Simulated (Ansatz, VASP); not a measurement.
# Two plane-wave programs on AgPdS2

```
Ag Pd S
1.0
     3.27857    0.00000    0.00000
     0.00000    3.65454    0.00000
     0.00000    0.00000    5.73852
Ag Pd S
1 1 2
Direct
  0.50000 0.50000 0.50000
  0.00000 0.00000 0.00000
  0.50000 0.00000 0.27212
  0.50000 0.00000 0.72788
```

Alike in both runs: task single point; functional PBEsol; k mesh 12 × 12 × 8; occupations gaussian, width 0.1 eV; no spin polarisation.

|  | VASP | Ansatz |
| --- | --- | --- |
| version | VASP 6.6.1 | Ansatz 0.2.0 |
| potentials or method | VASP PAW PBE potentials, release 64 (Ag, Pd, S), cutoff 520 eV | scalar-relativistic, plane waves, PAW |
| valence electrons in the cell | 33 | 49 |

```tsv
	VASP	Ansatz	Ansatz less VASP
gap on the k mesh at the Fermi level (eV)	none	none	-
pressure (GPa)	23.6	23.8	+0.20
traceless stress, the component that is largest in VASP (GPa)	-9.44	-9.56	-0.120
rms of the force components (eV/Å)	1.107	1.116	+0.0091
```

VASP's potentials were made for PBE, not for PBEsol. Atom by atom the forces differ by 0.009 eV/Å (rms over components). A gap of «none» marks a metal or a gap that the smearing closes. VASP's potentials hold 33 valence electrons a cell and Ansatz's 49, so a difference there can come from the potentials and not from the codes.
